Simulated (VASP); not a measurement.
# Zn (Im-3m) in VASP: notebook

Aim: see how the results for Zn move with the level of theory and the settings. Levels: PBEsol, revPBE+D3(BJ), RPBE+D4. Tasks: relaxation of cell and atoms, single point.

Program: VASP 6.6.1. These are calculated values, not measurements. Logs are shortened: lines on timing, memory, paths and dates and some standing lists are left out, and cuts for length are marked.

## (1) The cell of the first run

The structure is cubic, space group Im-3m (No. 229). Conventional cell: a = 3.138 Å, b = 3.138 Å, c = 3.138 Å, α = 90.00°, β = 90.00°, γ = 90.00°. Zn (site symmetry m-3m) has 14 Zn at 2.72 to 3.14 Å within 3.6 Å.

## (2) Relaxation of cell and atoms, PBEsol, target pressure 20 GPa, at which the enthalpy is minimised

Input file INCAR:

```
  ALGO = Normal
  EDIFF = 1E-6
  EDIFFG = -0.005
  ENCUT = 600
  GGA = PS
  IBRION = 2
  ISIF = 3
  ISMEAR = -1
  LASPH = T
  LCHARG = F
  LREAL = F
  LWAVE = F
  NELM = 80
  NSW = 80
  PREC = Accurate
  PSTRESS = 200.0
  SIGMA = 0.05
```

Input file KPOINTS:

```
k-points
0
Gamma
  12 12 12
```

Input file POSCAR:

```
Zn
1.0
   -1.5690370000      1.5690370000      1.5690370000
    1.5690370000     -1.5690370000      1.5690370000
    1.5690370000      1.5690370000     -1.5690370000
Zn
1
Direct
    0.0000000000      0.0000000000      0.0000000000
```

Potentials or basis: VASP PAW PBE potentials, release 64 (Zn).

Launch:

```
$ cat potpaw_PBE.64/Zn/POTCAR > POTCAR
$ mpirun -np 1 vasp_std > vasp.out
```

OUTCAR:

```text
EDIFF = 1E-6
   EDIFFG = -0.005
   ENCUT = 600
   GGA = PS
   IBRION = 2
   ISIF = 3
   ISMEAR = -1
   LASPH = T
   LREAL = F
   NELM = 80
   NSW = 80
   PREC = Accurate
   PSTRESS = 200.0

 ion  position               nearest neighbor table
   1  0.000  0.000  0.000-

  LATTYP: Found a body centered cubic cell.
 ALAT       =     3.1380740000

  Lattice vectors:

 A1 = (  -1.5690370000,   1.5690370000,   1.5690370000)
 A2 = (   1.5690370000,  -1.5690370000,   1.5690370000)
 A3 = (   1.5690370000,   1.5690370000,  -1.5690370000)

Analysis of symmetry for initial positions (statically):
=====================================================================
 Subroutine PRICEL returns:
 Original cell was already a primitive cell.

 Routine SETGRP: Setting up the symmetry group for a
 body centered cubic supercell.

 Subroutine GETGRP returns: Found 48 space group operations
 (whereof 48 operations were pure point group operations)
 out of a pool of 48 trial point group operations.

The static configuration has the point symmetry O_h .

Analysis of symmetry for dynamics (positions and initial velocities):
=====================================================================
 Subroutine PRICEL returns:
 Original cell was already a primitive cell.

 Routine SETGRP: Setting up the symmetry group for a
 body centered cubic supercell.

 Subroutine GETGRP returns: Found 48 space group operations
 (whereof 48 operations were pure point group operations)
 out of a pool of 48 trial point group operations.

The dynamic configuration has the point symmetry O_h .

 Subroutine INISYM returns: Found 48 space group operations
 (whereof 48 operations are pure point group operations),
 and found     1 'primitive' translations

----------------------------------------------------------------------------------------

                                     Primitive cell

  volume of cell :      15.4511

  direct lattice vectors                    reciprocal lattice vectors
    -1.569037000  1.569037000  1.569037000     0.000000000  0.318666800  0.318666800
     1.569037000 -1.569037000  1.569037000     0.318666800  0.000000000  0.318666800
     1.569037000  1.569037000 -1.569037000     0.318666800  0.318666800  0.000000000

  length of vectors
     2.717651803  2.717651803  2.717651803     0.450662911  0.450662911  0.450662911

  position of ions in fractional coordinates (direct lattice)
     0.000000000  0.000000000  0.000000000

  ion indices of the primitive-cell ions
   primitive index   ion index
                 1           1

----------------------------------------------------------------------------------------

 KPOINTS: k-points

Automatic generation of k-mesh.
 Grid dimensions read from file:
 generate k-points for:   12   12   12

 Generating k-lattice:

  Cartesian coordinates                     Fractional coordinates (reciprocal lattice)
     0.000000000  0.026555567  0.026555567     0.083333333  0.000000000  0.000000000
     0.026555567  0.000000000  0.026555567     0.000000000  0.083333333  0.000000000
     0.026555567  0.026555567  0.000000000     0.000000000  0.000000000  0.083333333

  Length of vectors
     0.037555243  0.037555243  0.037555243

  Shift w.r.t. Gamma in fractional coordinates (k-lattice)
     0.000000000  0.000000000  0.000000000

 Subroutine IBZKPT returns following result:
 ===========================================

 Found     72 irreducible k-points:

 Following reciprocal coordinates:
            Coordinates               Weight
  0.000000  0.000000  0.000000      1.000000
  0.083333  0.000000  0.000000     12.000000
  0.166667  0.000000  0.000000     12.000000
  0.250000  0.000000  0.000000     12.000000
  0.333333  0.000000  0.000000     12.000000
  0.416667  0.000000  0.000000     12.000000
[... 16 lines left out ...]
  0.333333  0.083333  0.083333     24.000000
  0.416667  0.083333  0.083333     12.000000
 [... further k-points ...]
   k-points           NKPTS =     72   k-points in BZ     NKDIM =     72   number of bands    NBANDS=     10
   number of dos      NEDOS =    301   number of ions     NIONS =      1
   total plane-waves  NPLWV =  13824
   dimension x,y,z NGX =    24 NGY =   24 NGZ =   24
   dimension x,y,z NGXF=    48 NGYF=   48 NGZF=   48
   ions per type =               1
   NGX,Y,Z   is equivalent  to a cutoff of  14.68, 14.68, 14.68 a.u.
   NGXF,Y,Z  is equivalent  to a cutoff of  29.36, 29.36, 29.36 a.u.
 SYSTEM =  unknown system
   PREC   = accura    normal or accurate (medium, high low for compatibility)
   ISTART =      0    job   : 0-new  1-cont  2-samecut
   ICHARG =      2    charge: 1-file 2-atom 10-const
   ISPIN  =      1    spin polarized calculation?
   LNONCOLLINEAR =      F non collinear calculations
   LSORBIT =      F    spin-orbit coupling
   LASPH  =      T    aspherical Exc in radial PAW
   ENCUT  =  600.0 eV  44.10 Ry    6.64 a.u.   5.43  5.43  5.43*2*pi/ulx,y,z
   NELM   =     80;   NELMIN=  2; NELMDL= -5     # of ELM steps
   EDIFF  = 0.1E-05   stopping-criterion for ELM
   LREAL  =      F    real-space projection
   EDIFFG = -.5E-02   stopping-criterion for IOM
   NSW    =     80    number of steps for IOM
   IBRION =      2    ionic relax: 0-MD 1-quasi-New 2-CG
   NFREE  =      1    steps in history (QN), initial steepest desc. (CG)
   ISIF   =      3    stress and relaxation
   ISYM   =      2    0-nonsym 1-usesym 2-fastsym
   POTIM  = 0.5000    time-step for ionic-motion
   TEBEG  =    0.0;   TEEND  =   0.0 temperature during run
   PSTRESS=  200.0 pullay stress
   NELECT =      12.0000    total number of electrons
   NUPDOWN=      -1.0000    fix difference up-down
   EMIN   =  10.00;   EMAX   =-10.00  energy-range for DOS
   EFERMI =   0.00;   METHOD = LEGACY
   ISMEAR =    -1;   SIGMA  =   0.05  broadening in eV -4-tet -1-fermi 0-gaus
   EFERMI_NEDOS =   21; number of points for ismear=-14 and -15
   IALGO  =     38    algorithm
   IMIX   =      4    mixing-type and parameters
     AMIX     =   0.40;   BMIX     =  1.00
     AMIX_MAG =   1.60;   BMIX_MAG =  1.00
  volume/ion in A,a.u.               =      15.45       104.27
  Fermi-wavevector in a.u.,A,eV,Ry     =   1.504811  2.843681 30.809811  2.264457
  Thomas-Fermi vector in A             =   2.615742
   LORBIT       =      0    0 simple, 1 ext, 2 COOP (PROOUT), +10 PAW based schemes
   GGA     = PS    functional components
   LHFCALC =     F    Hartree Fock is set to
   AEXX    =    0.0000 exact exchange contribution
   IVDW    =     0    specifies the selected vdW correction
   LEPSILON=     F    determine dielectric tensor
   LRPA    =     F    only Hartree local field effects (RPA)
 conjugate gradient relaxation of ions
 non-spin polarized calculation
  energy-cutoff  :      600.00
  volume of cell :       15.45
 maximum number of plane-waves:       533
 NGX is ok and might be reduce to    24
   NGX = 11   NGY = 11   NGZ = 11

--------------------------------------- Ionic step        1  -------------------------------------------

 number of electron      11.9999995 magnetization

 Free energy of the ion-electron system (eV)
  ---------------------------------------------------
  ext. energy  EPLUGINS =         0.00000000
  ---------------------------------------------------
  free energy    TOTEN  =        -1.46934015 eV

  energy without entropy =       -1.46569330  energy(sigma->0) =       -1.46751672

------------------------ aborting loop because EDIFF is reached ----------------------------------------

  FORCE on cell =-STRESS in cart. coord.  units (eV):
  Direction    XX          YY          ZZ          XY          YZ          ZX
  --------------------------------------------------------------------------------------
  -------------------------------------------------------------------------------------
  Total       -0.4772276     -0.4772276     -0.4772276      0.0000000      0.0000000     -0.0000000
  in kB      -49.4853408    -49.4853408    -49.4853408      0.0000000      0.0000000     -0.0000000
  external PRESSURE =    -249.4853408 kB  Pullay stress =     200.0000000 kB
[... 22 lines left out ...]
  enthalpy is  TOTEN    =         0.4594232641 eV   P V=        1.9287634139

--------------------------------------- Ionic step        2  -------------------------------------------

 number of electron      12.0000006 magnetization

 E-fermi :   6.6484     XC(G=0): -13.7183

 val. band max:        6.4971600824   @ k =   0.5000   0.5000   0.1667
 cond. band min:       6.7361009778   @ k =   0.3333   0.3333   0.0000
 fundamental gap:      0.2389408954
 Fermi energy:         6.6484204379

 k-point     1 :       0.0000    0.0000    0.0000
  band No.  band energies     occupation
      1      -7.7071      2.00000
      2      -3.0149      2.00000
      3      -3.0149      2.00000
      4      -3.0149      2.00000
      5      -2.0696      2.00000
      6      -2.0696      2.00000
      7      30.2458      0.00000
      8      30.2458      0.00000
      9      30.2458      0.00000
     10      32.2292      0.00000
[... 287 lines left out ...]
 k-point    24 :       0.4167    0.0833    0.0833
  band No.  band energies     occupation
      1      -4.1854      2.00000
      2      -3.6365      2.00000
      3      -2.0774      2.00000
      4      -2.0458      2.00000
      5      -1.9842      2.00000
      6       2.8765      2.00000
      7       6.2475      1.99934
      8      17.3161      0.00000
      9      17.4786      0.00000
     10      29.8766      0.00000

 [... further k-points ...]
[... 5 lines left out ...]
  --------------------------------------------------------------------------------------
  -------------------------------------------------------------------------------------
  Total        3.5250999      3.5250999      3.5250999      0.0000000      0.0000000     -0.0000000
  in kB      529.2622150    529.2622150    529.2622150      0.0000000      0.0000000     -0.0000000
  external PRESSURE =     329.2622150 kB  Pullay stress =     200.0000000 kB
[... 133 lines left out ...]
  enthalpy is  TOTEN    =         0.1488915997 eV   P V=        1.5257703411

--------------------------------------- Ionic step        6  -------------------------------------------

 number of electron      12.0000006 magnetization

 Free energy of the ion-electron system (eV)
  ---------------------------------------------------
  ext. energy  EPLUGINS =         0.00000000
  ---------------------------------------------------
  free energy    TOTEN  =        -1.37588486 eV

  energy without entropy =       -1.37325930  energy(sigma->0) =       -1.37457208

 E-fermi :   5.0514     XC(G=0): -12.9202

 val. band max:        4.9827207241   @ k =  -0.4167  -0.4167   0.1667
 cond. band min:       5.1221727054   @ k =   0.4167   0.0833   0.0000
 fundamental gap:      0.1394519813
 Fermi energy:         5.0514267702

 k-point     1 :       0.0000    0.0000    0.0000
  band No.  band energies     occupation
      1      -7.6319      2.00000
      2      -3.7265      2.00000
      3      -3.7265      2.00000
      4      -3.7265      2.00000
      5      -2.9721      2.00000
      6      -2.9721      2.00000
      7      27.6580      0.00000
      8      27.6580      0.00000
      9      27.6580      0.00000
     10      28.0196      0.00000
[... 287 lines left out ...]
 k-point    24 :       0.4167    0.0833    0.0833
  band No.  band energies     occupation
      1      -4.6107      2.00000
      2      -4.2047      2.00000
      3      -2.9823      2.00000
      4      -2.9104      2.00000
      5      -2.9015      2.00000
      6       2.0425      2.00000
      7       4.5737      1.99986
      8      15.0018      0.00000
      9      15.2332      0.00000
     10      26.9002      0.00000

 [... further k-points ...]
[... 5 lines left out ...]
  --------------------------------------------------------------------------------------
  -------------------------------------------------------------------------------------
  Total        1.5221617      1.5221617      1.5221617      0.0000000      0.0000000      0.0000000
  in kB      199.6575403    199.6575403    199.6575403      0.0000000      0.0000000      0.0000000
  external PRESSURE =      -0.3424597 kB  Pullay stress =     200.0000000 kB
[... 16 lines left out ...]
  FREE ENERGIE OF THE ION-ELECTRON SYSTEM (eV)
  ---------------------------------------------------
  free  energy   TOTEN  =        -1.3758848598 eV

  energy  without entropy=       -1.3732593050  energy(sigma->0) =       -1.37457208

  enthalpy is  TOTEN    =         0.1488877361 eV   P V=        1.5247725959

 reached required accuracy - stopping structural energy minimisation
```

It took 16 s on 1 thread of Intel Xeon 6975P-C (Granite Rapids), shared host; peak memory 0.15 GiB.

What came out:

```yaml
Free_energy: -1.3759 eV
Relaxed_volume: 12.21 Å³/atom
Relaxed_cell: a = 2.513 Å, b = 2.513 Å, c = 2.513 Å, α = 109.47°, β = 109.47°, γ = 109.47°
Space_group_after_relaxing_to_0.05_Å: Im-3m (No. 229)
Energy_change_on_relaxing_the_enthalpy_is_what_falls: +93.5 meV/atom
Ionic_steps: 6
Pressure_after_relaxing: 20.0 GPa
Band_gap_on_the_k_mesh: zero (band 6 reaches 9.39 eV, above the bottom of band 7 at 4.30 eV)
```

Step by step:
```tsv
step	energy change (eV)	largest force (eV/Å)	pressure (GPa)	volume (Å³)
1	0.0000	0.0000	-4.95	15.45
2	0.4264	0.0000	52.93	10.67
3	0.0873	0.0000	19.32	12.26
4	0.0946	0.0000	20.13	12.21
5	0.0925	0.0000	19.88	12.22
6	0.0935	0.0000	19.97	12.21
```

Final structure:
```cif
data_structure
_symmetry_space_group_name_H-M 'P 1'
_symmetry_Int_Tables_number 1
_cell_length_a 2.5129
_cell_length_b 2.5129
_cell_length_c 2.5129
_cell_angle_alpha 109.471
_cell_angle_beta 109.471
_cell_angle_gamma 109.471
_cell_volume 12.21
loop_
_atom_site_label
_atom_site_type_symbol
_atom_site_fract_x
_atom_site_fract_y
_atom_site_fract_z
_atom_site_occupancy
Zn1 Zn 0.00000 0.00000 0.00000 1
```

Caveat: the cell is relaxed towards a set pressure, so the enthalpy falls and the energy may rise; the volume moved by over 15 % at a fixed basis, so the end points are rough; the PAW data sets were made with another functional, which shifts forces and pressure a little.

## (3) Relaxation of cell and atoms, PBEsol, target pressure 30 GPa, at which the enthalpy is minimised

Input file INCAR:

```
SYSTEM = Zn
PREC     = Accurate       ! precision mode
ENCUT    = 600            ! plane-wave cutoff, eV
EDIFF    = 1E-6           ! SCF threshold, eV
ISMEAR   = -1             ! smearing method
SIGMA    = 0.05           ! smearing width, eV
LREAL    = .False.        ! projectors in reciprocal space
LASPH    = .True.         ! aspherical terms in the spheres
NELM     = 80             ! most SCF steps
ALGO     = Normal         ! electronic algorithm
ISIF     = 3              ! what is computed and relaxed
LWAVE    = .False.        ! write WAVECAR
LCHARG   = .False.        ! write CHGCAR
GGA      = PS             ! functional
IBRION   = 2              ! ionic algorithm
NSW      = 80             ! ionic steps
EDIFFG   = -0.005         ! ionic threshold
PSTRESS  = 300.0
```

Input file KPOINTS:

```
Automatic mesh
0
Gamma
  12 12 12
  0 0 0
```

POSCAR is that of step 2.

Potentials or basis: VASP PAW PBE potentials, release 64 (Zn).

Launch:

```
$ cat potpaw_PBE.64/Zn/POTCAR > POTCAR
$ mpirun -np 1 vasp_std > vasp.out
```

It took 19 s on 1 thread of Intel Xeon 6975P-C (Granite Rapids), shared host; peak memory 0.15 GiB.

It converged, with:

- Free energy: -1.2840 eV
- Relaxed volume: 11.62 Å³/atom
- Relaxed cell: a = 2.471 Å, b = 2.471 Å, c = 2.471 Å, α = 109.47°, β = 109.47°, γ = 109.47°
- Space group after relaxing (to 0.05 Å): Im-3m (No. 229)
- Energy change on relaxing (the enthalpy is what falls): +185.3 meV/atom
- Ionic steps: 7
- Pressure after relaxing: 30.0 GPa
- Band gap on the k mesh: zero (band 6 reaches 9.96 eV, above the bottom of band 7 at 4.89 eV)

The path:
```tsv
step	energy change (eV)	largest force (eV/Å)	pressure (GPa)	volume (Å³)
1	0.0000	0.0000	-4.95	15.45
2	1.2632	0.0000	124.10	9.07
3	0.1565	0.0000	26.90	11.78
4	0.1776	0.0000	29.26	11.66
5	0.1904	0.0000	30.58	11.59
6	0.1785	0.0000	29.34	11.66
7	0.1853	0.0000	30.04	11.62
```

Final structure:
```
Zn
1.0
    -1.42687    1.42687    1.42687
     1.42687   -1.42687    1.42687
     1.42687    1.42687   -1.42687
Zn
1
Direct
  0.00000 0.00000 0.00000
```

Levels at points of the mesh, in eV from the Fermi level:
```
           k point  band 4  band 5  band 6  band 7  band 8  band 9
(0.00, 0.00, 0.00)   -9.08   -8.25   -8.25   22.99   22.99   22.99
(0.50, 0.00, 0.00)   -8.19   -7.70   -4.31   -0.71   13.53   14.34
(0.50, 0.50, 0.50)   -7.83   -7.83    4.36    4.36    4.36    9.43
```

Caveat: the cell is relaxed towards a set pressure, so the enthalpy falls and the energy may rise; the volume moved by over 15 % at a fixed basis, so the end points are rough; the PAW data sets were made with another functional, which shifts forces and pressure a little.

## (4) Single point, revPBE+D3(BJ)

This run uses another cell than the first one, of 13.98 Å³/atom, 0.905 times its volume.

Input file INCAR:

```
SYSTEM = Zn
  ALGO = Normal
  EDIFF = 1E-7
  ENCUT = 520
  GGA = RE
  ISIF = 2
  ISMEAR = -1
  IVDW = 12
  LASPH = .TRUE.
  LCHARG = .TRUE.
  LELF = .TRUE.
  LREAL = .FALSE.
  LVHAR = .TRUE.
  LWAVE = .FALSE.
  NBANDS = 12
  NELM = 80
  PREC = Accurate
  SIGMA = 0.05
```

Input file KPOINTS:

```
k-points
0
G
  12 12 12
  0 0 0
```

Input file POSCAR:

```
Zn
1.0
   -1.5176636838      1.5176636838      1.5176636838
    1.5176636838     -1.5176636838      1.5176636838
    1.5176636838      1.5176636838     -1.5176636838
Zn
1
Direct
    0.0000000000      0.0000000000      0.0000000000
```

Launch:

```
$ cat potpaw_PBE.64/Zn/POTCAR > POTCAR
$ mpirun -np 1 vasp_std > vasp.out
```

Run time: 9.4 s. Hardware: 1 thread of Intel Xeon Platinum 8259CL at 2.50GHz (Skylake/Cascade Lake), shared host; peak memory 0.14 GiB.

It converged, with:

```yaml
Free_energy: -1.5156 eV
Pressure: 0.4 GPa
Band_gap_on_the_k_mesh: zero (band 6 reaches 8.32 eV, above the bottom of band 7 at 3.16 eV)
Dispersion_energy_per_atom: -0.847 eV
```

Levels at points of the mesh, in eV from the Fermi level:
```csv
k point,band 4,band 5,band 6,band 7,band 8,band 9
"(0.00, 0.00, 0.00)",-8.14,-7.55,-7.55,20.69,20.69,20.69
"(0.50, 0.00, 0.00)",-7.51,-7.15,-3.16,-0.87,12.10,13.27
"(0.50, 0.50, 0.50)",-7.25,-7.25,4.29,4.29,4.29,8.68
```

Caveat: the PAW data sets were made with another functional, which shifts forces and pressure a little; pairwise dispersion overbinds metals, which lowers pressure and volume.

(Continued in part 2 of 2.)
